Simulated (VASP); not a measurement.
A run of VASP 6.6.1 is set up as follows.

INCAR

```
SYSTEM = Nb
PREC = Accurate ; ENCUT = 520
EDIFF = 1E-7 ; ISMEAR = 0
SIGMA = 0.1 ; LREAL = .False.
LASPH = .True. ; NELM = 100
ALGO = Normal ; ISIF = 2
LWAVE = .False. ; LCHARG = .True.
GGA = PE ; LELF = .True.
LVHAR = .True. ; NBANDS = 12
```

KPOINTS

```
regular mesh
0
Gamma
  18 18 18
  0 0 0
```

File POSCAR:

```
Nb
1.0
   -1.6043219708      1.6043219708      1.6043219708
    1.6043219708     -1.6043219708      1.6043219708
    1.6043219708      1.6043219708     -1.6043219708
Nb
1
Direct
    0.0000000000      0.0000000000      0.0000000000
```

Potentials or basis: VASP PAW PBE potentials, release 64 (Nb_sv).

The run is started by

```bash
$ cat potpaw_PBE.64/Nb_sv/POTCAR > POTCAR
$ mpirun -np 1 vasp_std > vasp.out
```

(1) What does it give for the pressure?

## Answers

(1) 18.4 GPa.
